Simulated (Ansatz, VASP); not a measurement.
## Ta2N in VASP and in Ansatz

INCAR

```
PREC = Accurate ; ENCUT = 520
EDIFF = 1E-6 ; ISMEAR = 0
SIGMA = 0.15 ; LREAL = F
LASPH = T ; NELM = 60
ALGO = Normal ; ISIF = 2
LWAVE = F ; LCHARG = F
GGA = CA ; NBANDS = 50
```

KPOINTS

```
regular mesh
0
Gamma
  9 9 8
```

File POSCAR:

```
Ta2N
1.0
    5.2288597096      0.0000000000      0.0000000000
   -2.6144298548      4.5283253413      0.0000000000
    0.0000000000      0.0000000000      4.8835331142
Ta N
6 3
Direct
    0.6788818548      0.6788818548      0.7526041962
    0.0000000000      0.3211181452      0.7526041962
    0.3211181452      0.0000000000      0.7526041962
    0.3211181452      0.3211181452      0.2473958038
    0.0000000000      0.6788818548      0.2473958038
    0.6788818548      0.0000000000      0.2473958038
    0.6666666667      0.3333333333      0.5000000000
    0.3333333333      0.6666666667      0.5000000000
    0.0000000000      0.0000000000      0.0000000000
```

Input for Ansatz:

```yaml
crystal:
  lattice:
    - [5.2288597096, 0.0, 0.0]
    - [-2.6144298548, 4.5283253413, 0.0]
    - [0.0, 0.0, 4.8835331142]
  atoms:
    - { symbol: Ta, position: [0.6788818548, 0.6788818548, 0.7526041962] }
    - { symbol: Ta, position: [0.0, 0.3211181452, 0.7526041962] }
    - { symbol: Ta, position: [0.3211181452, 0.0, 0.7526041962] }
    - { symbol: Ta, position: [0.3211181452, 0.3211181452, 0.2473958038] }
    - { symbol: Ta, position: [0.0, 0.6788818548, 0.2473958038] }
    - { symbol: Ta, position: [0.6788818548, 0.0, 0.2473958038] }
    - { symbol: "N", position: [0.6666666667, 0.3333333333, 0.5] }
    - { symbol: "N", position: [0.3333333333, 0.6666666667, 0.5] }
    - { symbol: "N", position: [0.0, 0.0, 0.0] }
basis:
  ecutwfc: 520.0
kpoints:
  mp_grid: { grid: [9, 9, 8] }
hamiltonian:
  xc: lda
  pseudopotentials: { kind: paw, azcp: { folder: soft_1 } }
scf:
  occupations: { method: gaussian, width: 0.15 }
output:
  forces: true
  stress: true
  eigenvalues: true
```

Alike in both runs: task single point; functional LDA; k mesh 9 × 9 × 8; occupations gaussian, width 0.15 eV; no spin polarisation.

|  | VASP | Ansatz |
| --- | --- | --- |
| version | VASP 6.6.1 | Ansatz 0.2.0 |
| potentials or method | VASP PAW LDA potentials, release 64 (Ta_pv, N), cutoff 520 eV | scalar-relativistic, plane waves, PAW |
| valence electrons in the cell | 81 | 93 |

VASP gave:

```
gap on the k mesh at the Fermi level (eV)                     : none
pressure (GPa)                                                : 3.3
traceless stress, the component that is largest in VASP (GPa) : -0.91
rms of the force components (eV/Å)                            : 0.915
```

Question: What did Ansatz give for the same quantities?

Answer: gap on the k mesh at the Fermi level (eV): none; pressure (GPa): 1.7; traceless stress, the component that is largest in VASP (GPa): -0.93; rms of the force components (eV/Å): 0.905.

Ansatz warns that its potentials were made for another functional, while VASP's fit it. LDA's correlation is that of Perdew and Zunger in VASP and of Perdew and Wang (1992) in Ansatz. Atom by atom the forces differ by 0.011 eV/Å (rms over components). A gap of «none» marks a metal or a gap that the smearing closes. VASP's potentials hold 81 valence electrons a cell and Ansatz's 93, so a difference there can come from the potentials and not from the codes.

Spin-orbit coupling is off throughout.
